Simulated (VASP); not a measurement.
# CaZnBr4 (Cmmm) in VASP: notebook, part 2 of 2

VASP 6.6.1. Earlier steps stand in the parts before.

## (5) Relaxation of shape and atoms at fixed volume, PBE (28.31 Å³/atom)

This run uses another cell than the first one, of 28.31 Å³/atom.

INCAR

```
SYSTEM = CaZnBr4
ALGO     = Normal         ! electronic algorithm
EDIFF    = 1E-7           ! SCF threshold, eV
EDIFFG   = -0.01          ! ionic threshold
ENCUT    = 500            ! plane-wave cutoff, eV
GGA      = PE             ! functional
GGA_COMPAT= .FALSE.      
IBRION   = 2              ! ionic algorithm
ISIF     = 4              ! what is computed and relaxed
ISMEAR   = 0              ! smearing method
LASPH    = .TRUE.         ! aspherical terms in the spheres
LCHARG   = .FALSE.        ! write CHGCAR
LREAL    = .FALSE.        ! projectors in reciprocal space
LWAVE    = .FALSE.        ! write WAVECAR
NELM     = 120            ! most SCF steps
NELMIN   = 4            
NSW      = 50             ! ionic steps
PREC     = Accurate       ! precision mode
SIGMA    = 0.02           ! smearing width, eV
```

KPOINTS

```
k-points
0
G
  4 4 8
  0 0 0
```

POSCAR

```
CaZnBr4
1.0
    4.6125980127     -4.6065563130      0.0000000000
    4.6125980127      4.6065563130      0.0000000000
    0.0000000000      0.0000000000      3.9968358996
Ca Zn Br
1 1 4
Direct
    0.5000000000      0.5000000000      0.5000000000
    0.0000000000      0.0000000000      0.0000000000
    0.8155901669      0.1844098331      0.5000000000
    0.2865701596      0.2865701596      0.0000000000
    0.7134298404      0.7134298404      0.0000000000
    0.1844098331      0.8155901669      0.5000000000
```

Potentials or basis: VASP PAW PBE potentials, release 64 (Ca_sv, Zn, Br).

Started as:

```bash
$ cat potpaw_PBE.64/Ca_sv/POTCAR potpaw_PBE.64/Zn/POTCAR potpaw_PBE.64/Br/POTCAR > POTCAR
$ mpirun -np 1 vasp_std > vasp.out
```

OUTCAR:

```text
SYSTEM = CaZnBr4
   EDIFF = 1E-7
   EDIFFG = -0.01
   ENCUT = 500
   GGA = PE
   IBRION = 2
   ISIF = 4
   ISMEAR = 0
   LASPH = .TRUE.
   LREAL = .FALSE.
   NELM = 120
   NELMIN = 4
   NSW = 50
   PREC = Accurate

 ion  position               nearest neighbor table
   1  0.500  0.500  0.500-   4 2.81   5 2.81   4 2.81   5 2.81   3 2.91   6 2.91
   2  0.000  0.000  0.000-   3 2.62   6 2.62   3 2.62   6 2.62   5 2.64   4 2.64
   3  0.816  0.184  0.500-   2 2.62   2 2.62   1 2.91
   4  0.287  0.287  0.000-   2 2.64   1 2.81   1 2.81
   5  0.713  0.713  0.000-   2 2.64   1 2.81   1 2.81
   6  0.184  0.816  0.500-   2 2.62   2 2.62   1 2.91

  LATTYP: Found a base centered orthorhombic cell.
 ALAT       =     9.2131126260
 B/A-ratio  =     1.0013115437
 C/A-ratio  =     0.4338203669

  Lattice vectors:

 A1 = (  -4.6125980127,  -4.6065563130,   0.0000000000)
 A2 = (   4.6125980127,  -4.6065563130,   0.0000000000)
 A3 = (   0.0000000000,   0.0000000000,   3.9968358996)

Analysis of symmetry for initial positions (statically):
=====================================================================
 Subroutine PRICEL returns:
 Original cell was already a primitive cell.
[... 185 lines left out ...]
  --------------------------------------------------------------------------------------
  -------------------------------------------------------------------------------------
  Total        2.4532254      2.2504346      2.5701996      0.0000000      0.0000000      0.0000000
  in kB       23.1408726     21.2279805     24.2442705      0.0000000      0.0000000      0.0000000
  external PRESSURE =      22.8710412 kB  Pullay stress =       0.0000000 kB
[... 147 lines left out ...]
--------------------------------------- Ionic step        5  -------------------------------------------

 number of electron      50.0000010 magnetization

 Free energy of the ion-electron system (eV)
  ---------------------------------------------------
  ext. energy  EPLUGINS =         0.00000000
  ---------------------------------------------------
  free energy    TOTEN  =       -17.71024855 eV

  energy without entropy =      -17.71024855  energy(sigma->0) =      -17.71024855

 E-fermi :   0.4323     XC(G=0):  -8.5034

 val. band max:        0.3263069159   @ k =   0.0000   0.0000   0.0000
 cond. band min:       2.5305311505   @ k =   0.0000   0.0000   0.0000
 fundamental gap:      2.2042242346
 Fermi energy:         0.4323431809

 k-point     1 :       0.0000    0.0000    0.0000
  band No.  band energies     occupation
      1     -38.9860      2.00000
      2     -20.0402      2.00000
      3     -20.0360      2.00000
      4     -20.0271      2.00000
      5     -13.7619      2.00000
      6     -13.0816      2.00000
[... 781 lines left out ...]
     29       5.8547      0.00000
     30       7.0321      0.00000

 [... further k-points ...]

------------------------ aborting loop because EDIFF is reached ----------------------------------------

  FORCE on cell =-STRESS in cart. coord.  units (eV):
  Direction    XX          YY          ZZ          XY          YZ          ZX
  --------------------------------------------------------------------------------------
  -------------------------------------------------------------------------------------
  Total        2.2786214      2.2681325      2.3001672      0.0000000      0.0000000      0.0000000
  in kB       21.4938617     21.3949214     21.6970995      0.0000000      0.0000000      0.0000000
  external PRESSURE =      21.5286275 kB  Pullay stress =       0.0000000 kB
[... 21 lines left out ...]
  FREE ENERGIE OF THE ION-ELECTRON SYSTEM (eV)
  ---------------------------------------------------
  free  energy   TOTEN  =       -17.7102485490 eV

  energy  without entropy=      -17.7102485490  energy(sigma->0) =      -17.71024855

 reached required accuracy - stopping structural energy minimisation
```

OSZICAR:

```text
N       E                     dE             d eps       ncg     rms          rms(c)
DAV:   1     0.439131463707E+03    0.43913E+03   -0.22396E+04  2100   0.155E+03
DAV:   2     0.261391573805E+02   -0.41299E+03   -0.40168E+03  2576   0.373E+02
[... 46 lines left out ...]
DAV:   1    -0.177106144605E+02   -0.45849E-03   -0.45382E-02  2100   0.118E+00    0.154E-01
DAV:   2    -0.177104347643E+02    0.17970E-03   -0.19899E-03  2454   0.263E-01    0.804E-02
DAV:   3    -0.177102758867E+02    0.15888E-03   -0.14545E-04  2654   0.851E-02    0.362E-02
DAV:   4    -0.177102482011E+02    0.27686E-04   -0.85494E-05  2482   0.563E-02    0.857E-03
DAV:   5    -0.177102484578E+02   -0.25674E-06   -0.13410E-05  2430   0.229E-02    0.492E-03
DAV:   6    -0.177102485156E+02   -0.57797E-07   -0.12585E-06  2752   0.745E-03    0.194E-03
DAV:   7    -0.177102485490E+02   -0.33400E-07   -0.83753E-08  1584   0.254E-03
   5 F= -.17710249E+02 E0= -.17710249E+02  d E =-.384252E-03
```

CONTCAR:

```text
CaZnBr4
   1.00000000000000
     4.6046077007043458   -4.5969184617849708    0.0000000000000000
     4.6046077007043458    4.5969184617849708    0.0000000000000000
     0.0000000000000000    0.0000000000000000    4.0121658192083105
  Ca              Zn              Br
     1     1     4
Direct
     0.5000000000000000    0.5000000000000000    0.5000000000000000
     0.0000000000000000    0.0000000000000000    0.0000000000000000
     0.8139153446892128    0.1860846553107872    0.5000000000000000
     0.2852939771314765    0.2852939771314765    0.0000000000000000
     0.7147060228685234    0.7147060228685234    0.0000000000000000
     0.1860846553107872    0.8139153446892128    0.5000000000000000

  0.00000000E+00  0.00000000E+00  0.00000000E+00
  0.00000000E+00  0.00000000E+00  0.00000000E+00
  0.00000000E+00  0.00000000E+00  0.00000000E+00
  0.00000000E+00  0.00000000E+00  0.00000000E+00
  0.00000000E+00  0.00000000E+00  0.00000000E+00
  0.00000000E+00  0.00000000E+00  0.00000000E+00
```

Wall time 17 min (1 thread of Oxide Virtual Turin-like, shared host); peak memory 0.33 GiB.

Results:

| Item | Value |
| --- | --- |
| Free energy | -17.7102 eV |
| Energy gained by relaxing | 0.4 meV/atom |
| Ionic steps | 5 |
| Pressure after relaxing | 2.2 GPa |
| Largest force after relaxing | 0.007 eV/Å |
| Band gap on the k mesh | 2.20 eV |

Forces on the atoms (eV/Å):
```
Ca   0.000  0.000  0.000
Zn   0.000  0.000  0.000
Br   0.000 -0.007  0.000
Br  -0.005  0.000  0.000
Br   0.005  0.000  0.000
Br   0.000  0.007  0.000
```

Step by step:
| step | energy change (eV) | largest force (eV/Å) | pressure (GPa) | volume (Å³) |
| --- | --- | --- | --- | --- |
| 1 | 0.0000 | 0.0950 | 2.29 | 169.85 |
| 2 | -0.0013 | 0.0624 | 2.24 | 169.85 |
| 3 | -0.0022 | 0.0255 | 2.17 | 169.85 |
| 4 | -0.0024 | 0.0147 | 2.16 | 169.85 |
| 5 | -0.0025 | 0.0068 | 2.15 | 169.85 |

Final structure:
```xyz
6
Lattice="4.6046 -4.5969 0.0000 4.6046 4.5969 0.0000 0.0000 0.0000 4.0122" Properties=species:S:1:pos:R:3 pbc="T T T"
Ca    4.6046    0.0000    2.0061
Zn    0.0000    0.0000    0.0000
Br    4.6046   -2.8861    2.0061
Br    2.6273    0.0000    0.0000
Br    6.5819    0.0000    0.0000
Br    4.6046    2.8861    2.0061
```

Levels at points of the mesh, in eV from the valence-band top:
```csv
k point,band 22,band 23,band 24,band 25,band 26,band 27,band 28,band 29
"(0.00, 0.00, 0.00)",-0.56,-0.38,-0.35,0.00,2.20,4.59,5.22,5.71
"(0.50, 0.00, 0.00)",-0.98,-0.55,-0.52,-0.30,3.41,4.19,5.17,5.43
"(0.50, 0.50, 0.00)",-1.00,-0.86,-0.82,-0.67,2.79,4.81,5.74,5.93
"(0.00, 0.00, 0.50)",-1.19,-1.11,-0.83,-0.81,3.81,5.18,5.35,5.65
"(0.50, 0.00, 0.50)",-0.82,-0.79,-0.78,-0.78,3.35,5.04,5.52,6.01
"(0.50, 0.50, 0.50)",-0.76,-0.76,-0.73,-0.43,3.03,4.67,5.11,5.71
```

A k mesh can miss the band edges.

## (6) Overview

| task | cell | gap on the mesh (eV) | pressure (GPa) | largest force (eV/Å) |
| --- | --- | --- | --- | --- |
| single point | a = 6.675, b = 6.675, c = 4.055 Å, angles 90.0, 90.0, 89.9°, 6 atoms, atomic positions A | 2.10 | 0.1 | 0.02 |
| single point | a = 6.773, b = 6.773, c = 4.058 Å, angles 90.0, 90.0, 89.8°, 6 atoms, atomic positions B | 2.08 | -0.6 | 0.01 |
| single point | a = 6.878, b = 6.878, c = 4.049 Å, angles 90.0, 90.0, 89.7°, 6 atoms, atomic positions C | 2.09 | -1.1 | 0.01 |
| relaxation of shape and atoms at fixed volume | relaxed from a = 6.519, b = 6.519, c = 3.997 Å, angles 90.0, 90.0, 89.9°, 6 atoms, atomic positions D | 2.20 | 2.2 | 0.01 |

Alike in all rows: level PBE; potentials or basis VASP PAW PBE potentials, release 64 (Ca_sv, Zn, Br); no spin polarisation; k mesh 4 × 4 × 8; cutoff (eV) 500; smearing gaussian 0.02 eV.

Absolute energies hang on the potentials; compare differences alone.
